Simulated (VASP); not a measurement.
Crystal: Ta.

```
Ta
1.0
     2.69200    0.00000    0.00000
     0.00000    2.69200    0.00000
     0.00000    0.00000    2.69200
Ta
1
Direct
  0.00000 0.00000 0.00000
```

* Program: VASP 6.6.1
* Task: relaxation of cell and atoms
* Functional: revPBE
* Potentials or basis: VASP PAW PBE potentials, release 64 (Ta_pv)
* Cutoff: 600 eV
* k mesh: 12 × 12 × 12
* Occupations: fermi-dirac, width 0.1 eV
* Spin: no spin polarisation

At the start: pressure 11.3 GPa; volume 19.51 Å³/atom.

**Question.** How do energy, volume and symmetry change on relaxing?

**Answer.** Over 4 steps the energy falls by 47.1 meV/atom and the volume is 20.93 Å³/atom (+7.3 %); space group Pm-3m (No. 221, to 0.05 Å).

The path:
```
step  energy change (eV)  largest force (eV/Å)  pressure (GPa)  volume (Å³)
   1              0.0000                0.0000           11.31        19.51
   2              0.0812                0.0000          -13.56        23.66
   3             -0.0471                0.0000           -0.34        20.98
   4             -0.0471                0.0000           -0.04        20.93
```

Final structure:
```yaml
crystal:
  lattice:
    - [2.75586, 0.00000, 0.00000]
    - [0.00000, 2.75586, 0.00000]
    - [0.00000, 0.00000, 2.75586]
  atoms:
    - { symbol: Ta, position: [0.00000, 0.00000, 0.00000] }
```

Caveat: the PAW data sets were made with another functional, which shifts forces and pressure a little.
